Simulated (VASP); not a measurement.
# SiO2 (P4_2/mnm) in VASP: further runs, part 2 of 2

VASP 6.6.1. Earlier steps stand in the parts before.

### Step 4. Single point, PBE (z stretched by +2 %, then relaxed in part)

File INCAR:

```
PREC = Accurate
ENCUT = 520
EDIFF = 1E-6
ISMEAR = -1
SIGMA = 0.02
LREAL = F
LASPH = T
NELM = 60
ALGO = Normal
ISIF = 2
LWAVE = F
LCHARG = T
GGA = PE
LELF = T
LVHAR = T
NBANDS = 25
```

File KPOINTS:

```
regular mesh
0
Gamma
  7 7 11
```

File POSCAR:

```
SiO2
1.0
    4.1667000000      0.0000000000      0.0000000000
    0.0000000000      4.1667000000      0.0000000000
    0.0000000000      0.0000000000      2.7177900000
Si O
2 4
Direct
    0.0000000000      0.0000000000      0.0000000000
    0.5000000000      0.5000000000      0.5000000000
    0.3052551835      0.3052551835      0.0000000000
    0.1947448165      0.8052551835      0.5000000000
    0.6947448165      0.6947448165      0.0000000000
    0.8052551835      0.1947448165      0.5000000000
```

Potentials or basis: VASP PAW PBE potentials, release 64 (Si, O).

Started as:

```bash
> cat potpaw_PBE.64/Si/POTCAR potpaw_PBE.64/O/POTCAR > POTCAR
> mpirun -np 1 vasp_std > vasp.out
```

OUTCAR:

```text
PREC = Accurate
   ENCUT = 520
   EDIFF = 1E-6
   ISMEAR = -1
   LREAL = F
   LASPH = T
   NELM = 60
   ISIF = 2
   GGA = PE

 ion  position               nearest neighbor table
   1  0.000  0.000  0.000-   4 1.78   6 1.78   4 1.78   6 1.78   5 1.80   3 1.80
   2  0.500  0.500  0.500-   3 1.78   5 1.78   3 1.78   5 1.78   4 1.80   6 1.80
   3  0.305  0.305  0.000-   2 1.78   2 1.78   1 1.80
   4  0.195  0.805  0.500-   1 1.78   1 1.78   2 1.80
   5  0.695  0.695  0.000-   2 1.78   2 1.78   1 1.80
   6  0.805  0.195  0.500-   1 1.78   1 1.78   2 1.80

  LATTYP: Found a simple tetragonal cell.
 ALAT       =     4.1667000000
 C/A-ratio  =     0.6522643819

  Lattice vectors:

 A1 = (   4.1667000000,   0.0000000000,   0.0000000000)
 A2 = (   0.0000000000,   4.1667000000,   0.0000000000)
 A3 = (   0.0000000000,   0.0000000000,   2.7177900000)

Analysis of symmetry for initial positions (statically):
=====================================================================
 Subroutine PRICEL returns:
 Original cell was already a primitive cell.

 Routine SETGRP: Setting up the symmetry group for a
 simple tetragonal supercell.

 Subroutine GETGRP returns: Found 16 space group operations
 (whereof  8 operations were pure point group operations)
 out of a pool of 16 trial point group operations.

The static configuration has the point symmetry D_2h.
 The point group associated with its full space group is D_4h.

Analysis of symmetry for dynamics (positions and initial velocities):
=====================================================================
 Subroutine PRICEL returns:
 Original cell was already a primitive cell.

 Routine SETGRP: Setting up the symmetry group for a
 simple tetragonal supercell.

 Subroutine GETGRP returns: Found 16 space group operations
 (whereof  8 operations were pure point group operations)
 out of a pool of 16 trial point group operations.
[... 125 lines left out ...]
   ISMEAR =    -1;   SIGMA  =   0.02  broadening in eV -4-tet -1-fermi 0-gaus
   EFERMI_NEDOS =   21; number of points for ismear=-14 and -15
   IALGO  =     38    algorithm
   IMIX   =      4    mixing-type and parameters
     AMIX     =   0.40;   BMIX     =  1.00
     AMIX_MAG =   1.60;   BMIX_MAG =  1.00
  volume/ion in A,a.u.               =       7.86        53.07
  Fermi-wavevector in a.u.,A,eV,Ry     =   1.438328  2.718046 28.147575  2.068788
  Thomas-Fermi vector in A             =   2.557307
   LORBIT       =      0    0 simple, 1 ext, 2 COOP (PROOUT), +10 PAW based schemes
   GGA     = PE    functional components
[... 5 lines left out ...]
 non-spin polarized calculation
  energy-cutoff  :      520.00
  volume of cell :       47.18
 maximum number of plane-waves:      1282
 NGX is ok and might be reduce to    32
   NGX = 15   NGY = 15   NGZ = 11

 number of electron      31.9999965 magnetization

 Free energy of the ion-electron system (eV)
  ---------------------------------------------------
  ext. energy  EPLUGINS =         0.00000000
  ---------------------------------------------------
  free energy    TOTEN  =       -46.27720929 eV

  energy without entropy =      -46.27720929  energy(sigma->0) =      -46.27720929

 E-fermi :   8.5494     XC(G=0): -12.2140

 val. band max:        8.0981233753   @ k =   0.0000   0.0000   0.0000
 cond. band min:      13.3575390259   @ k =   0.0000   0.0000   0.0000
 fundamental gap:      5.2594156506
 Fermi energy:         8.5494030459

 k-point     1 :       0.0000    0.0000    0.0000
  band No.  band energies     occupation
      1     -14.3290      2.00000
      2     -10.7330      2.00000
      3     -10.7330      2.00000
      4     -10.4190      2.00000
      5      -2.7611      2.00000
      6       1.8156      2.00000
[... 661 lines left out ...]
     24      20.5932      0.00000
     25      22.4481      0.00000

 [... further k-points ...]

------------------------ aborting loop because EDIFF is reached ----------------------------------------

  FORCE on cell =-STRESS in cart. coord.  units (eV):
  Direction    XX          YY          ZZ          XY          YZ          ZX
  --------------------------------------------------------------------------------------
  -------------------------------------------------------------------------------------
  Total        2.3987069      2.3987069     -0.1009033     -0.0000000      0.0000000      0.0000000
  in kB       81.4493103     81.4493103     -3.4262230     -0.0000000      0.0000000      0.0000000
  external PRESSURE =      53.1574658 kB  Pullay stress =       0.0000000 kB

 VOLUME and BASIS-vectors are now :
 -----------------------------------------------------------------------------
  energy-cutoff  :      520.00
  volume of cell :       47.18
      direct lattice vectors                 reciprocal lattice vectors
     4.166700000  0.000000000  0.000000000     0.239998080  0.000000000  0.000000000
     0.000000000  4.166700000  0.000000000     0.000000000  0.239998080  0.000000000
     0.000000000  0.000000000  2.717790000     0.000000000  0.000000000  0.367946015

 POSITION                                       TOTAL-FORCE (eV/Angst)
 -----------------------------------------------------------------------------------
      0.00000      0.00000      0.00000        -0.000000      0.000000     -0.000000
      2.08335      2.08335      1.35889        -0.000000      0.000000     -0.000000
      1.27191      1.27191      0.00000        -0.002834     -0.002834      0.000000
      0.81144      3.35526      1.35889         0.002834     -0.002834     -0.000000
      2.89479      2.89479      0.00000         0.002834      0.002834     -0.000000
      3.35526      0.81144      1.35889        -0.002834      0.002834     -0.000000
 -----------------------------------------------------------------------------------
    total drift:                                0.000000      0.000000     -0.000000

  FREE ENERGIE OF THE ION-ELECTRON SYSTEM (eV)
  ---------------------------------------------------
  free  energy   TOTEN  =       -46.2772092875 eV

  energy  without entropy=      -46.2772092875  energy(sigma->0) =      -46.27720929
```

It took 60 s on 1 thread of Intel Xeon 8259CL, shared host; peak memory 0.18 GiB.

Results:

```yaml
Free_energy: -46.2772 eV
Pressure: 5.3 GPa
Largest_force: 0.004 eV/Å
Band_gap_on_the_k_mesh: 5.26 eV
```

Forces in eV/Å, atoms in the order of the input:
```
Si   0.000  0.000  0.000
Si   0.000  0.000  0.000
O   -0.003 -0.003  0.000
O    0.003 -0.003  0.000
O    0.003  0.003  0.000
O   -0.003  0.003  0.000
```

Levels at points of the mesh, in eV from the valence-band top:
```csv
k point,band 14,band 15,band 16,band 17,band 18,band 19
"(0.00, 0.00, 0.00)",-0.86,-0.86,0.00,5.26,6.35,8.08
```

Caveat: the cell differs from its parent crystal (z stretched by +2 %, then relaxed in part); the cell stands under pressure; an odd mesh through Γ misses points on the zone boundary, where band edges can lie.

### Step 5. Single point, PBE (z stretched by +3 %, then relaxed in part)

File INCAR:

```
SYSTEM = SiO2
ALGO = Normal ; EDIFF = 1E-6
ENCUT = 520 ; GGA = PE
ISIF = 2 ; ISMEAR = -1
LASPH = .TRUE. ; LCHARG = .FALSE.
LREAL = .FALSE. ; LWAVE = .FALSE.
NBANDS = 25 ; NELM = 80
PREC = Accurate ; SIGMA = 0.02
```

File KPOINTS:

```
k-points
0
G
  7 7 11
  0 0 0
```

POSCAR: that of step 4 with these lines changed.

```diff
@@ -4,3 +4,3 @@
     0.0000000000      4.1667000000      0.0000000000
-    0.0000000000      0.0000000000      2.7177900000
+    0.0000000000      0.0000000000      2.7444350000
 Si O
```

Started as:

```bash
> cat potpaw_PBE.64/Si/POTCAR potpaw_PBE.64/O/POTCAR > POTCAR
> mpirun -np 1 vasp_std > vasp.out
```

Run time: 68 s. Hardware: 1 thread of Intel Xeon 8259CL, shared host; peak memory 0.18 GiB.

It converged, with:

```yaml
Free_energy: -46.2677 eV
Pressure: 1.9 GPa
Largest_force: 0.009 eV/Å
Band_gap_on_the_k_mesh: 5.05 eV
```

Forces in eV/Å, atoms in the order of the input:
```
Si   0.000  0.000  0.000
Si   0.000  0.000  0.000
O   -0.007 -0.007  0.000
O    0.007 -0.007  0.000
O    0.007  0.007  0.000
O   -0.007  0.007  0.000
```

Stress tensor (GPa, compression positive):
```
 6.25  0.00  0.00
 0.00  6.25  0.00
 0.00  0.00 -6.80
```

Levels at points of the mesh, in eV from the valence-band top:
```tsv
k point	band 12	band 13	band 14	band 15	band 16	band 17	band 18	band 19	band 20	band 21
(0.00, 0.00, 0.00)	-3.20	-2.57	-0.84	-0.84	0.00	5.05	6.18	7.87	7.87	10.88
```

Caveat: the cell differs from its parent crystal (z stretched by +3 %, then relaxed in part); an odd mesh through Γ misses points on the zone boundary, where band edges can lie.

### Step 6. Overview

```tsv
cell	gap on the mesh (eV)	pressure (GPa)	largest force (eV/Å)
a = 4.167, b = 4.167, c = 2.691 Å, 6 atoms	5.47	9.0	0.01
a = 4.194, b = 4.194, c = 2.682 Å, 6 atoms	5.36	6.4	0.02
a = 4.167, b = 4.167, c = 2.718 Å, 6 atoms	5.26	5.3	-
a = 4.167, b = 4.167, c = 2.744 Å, 6 atoms	5.05	1.9	0.01
```

Alike in all rows: task single point; level PBE; potentials or basis VASP PAW PBE potentials, release 64 (Si, O); no spin polarisation; k mesh 7 × 7 × 11; cutoff (eV) 520; smearing fermi-dirac 0.02 eV.

Caveats: an odd mesh through Γ misses points on the zone boundary, where band edges can lie; the cell stands under pressure (at least some runs).

Total energies depend on the potentials used, so only differences within one code and one set of settings carry meaning.
